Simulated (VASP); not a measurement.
ZrSi2:

```
Zr Si
1.0
     1.85300   -7.36750    0.00000
     1.85300    7.36750    0.00000
     0.00000    0.00000    3.67200
Zr Si
2 4
Direct
  0.89460 0.10540 0.75000
  0.10540 0.89460 0.25000
  0.55220 0.44780 0.75000
  0.44780 0.55220 0.25000
  0.24960 0.75040 0.75000
  0.75040 0.24960 0.25000
```

```yaml
Program: VASP 6.6.1
Task: relaxation of cell and atoms
Functional: PBEsol
Potentials_or_basis: VASP PAW PBE potentials, release 64 (Zr_sv, Si)
Cutoff: 600 eV
k_mesh: 10 × 10 × 10
Occupations: gaussian, width 0.1 eV
Spin: no spin polarisation
```

At the start: pressure -2.7 GPa; volume 16.71 Å³/atom.

**Question.** How do energy, volume and symmetry change on relaxing?

**Answer.** Over 9 steps the energy falls by 4.4 meV/atom and the volume is 16.33 Å³/atom (-2.3 %); space group Cmcm (No. 63, to 0.05 Å).

Step by step:
| step | energy change (eV) | largest force (eV/Å) | pressure (GPa) | volume (Å³) |
| --- | --- | --- | --- | --- |
| 1 | 0.0000 | 0.2018 | -2.69 | 100.26 |
| 2 | -0.0055 | 0.1646 | 2.93 | 96.24 |
| 3 | -0.0211 | 0.1824 | 0.23 | 98.07 |
| 4 | -0.0246 | 0.0771 | 0.04 | 98.09 |
| 5 | -0.0250 | 0.0317 | -0.04 | 98.10 |
| 6 | -0.0260 | 0.0160 | -0.03 | 98.04 |
| 7 | -0.0262 | 0.0126 | -0.02 | 97.99 |
| 8 | -0.0262 | 0.0118 | -0.01 | 98.00 |
| 9 | -0.0263 | 0.0040 | 0.03 | 97.97 |

Final structure:
```cif
data_structure
_symmetry_space_group_name_H-M 'P 1'
_symmetry_Int_Tables_number 1
_cell_length_a 7.5150
_cell_length_b 7.5150
_cell_length_c 3.6578
_cell_angle_alpha 90.000
_cell_angle_beta 90.000
_cell_angle_gamma 151.688
_cell_volume 97.97
loop_
_atom_site_label
_atom_site_type_symbol
_atom_site_fract_x
_atom_site_fract_y
_atom_site_fract_z
_atom_site_occupancy
Zr1 Zr 0.89528 0.10472 0.75000 1
Zr2 Zr 0.10472 0.89528 0.25000 1
Si1 Si 0.55392 0.44608 0.75000 1
Si2 Si 0.44608 0.55392 0.25000 1
Si3 Si 0.25021 0.74979 0.75000 1
Si4 Si 0.74979 0.25021 0.25000 1
```

Caveat: the PAW data sets were made with another functional, which shifts forces and pressure a little.
